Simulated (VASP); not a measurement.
Crystal: GaN.

```
Ga N
1.0
     0.00000    2.13524    2.13524
     2.13524    0.00000    2.13524
     2.13524    2.13524    0.00000
Ga N
1 1
Direct
  0.00000 0.00000 0.00000
  0.50000 0.50000 0.50000
```

Base run:

- Program: VASP 6.6.1
- Functional: PBE
- Potentials or basis: VASP PAW PBE potentials, release 64 (Ga_d, N)
- Cutoff: 520 eV
- k mesh: 11 × 11 × 11
- Occupations: fermi-dirac, width 0.05 eV
- Spin: no spin polarisation

Its results: band gap on the k mesh 0.54 eV (least direct gap 2.37 eV); pressure 0.4 GPa.

**Question.** The run is repeated on the same cell with these changes: functional from PBE to B3LYP; k mesh from 11 × 11 × 11 to 6 × 6 × 6. What comes out?

**Answer.** Band gap on the k mesh 1.84 eV (least direct gap 4.03 eV); pressure -1.0 GPa.

Several settings changed at once.

Caveats: some runs use coarse meshes; semilocal functionals underestimate gaps, and a narrow one can read as zero (at least some runs); an odd mesh through Γ misses points on the zone boundary, where band edges can lie (at least some runs); the PAW data sets were made with another functional, which shifts forces and pressure a little (at least some runs).
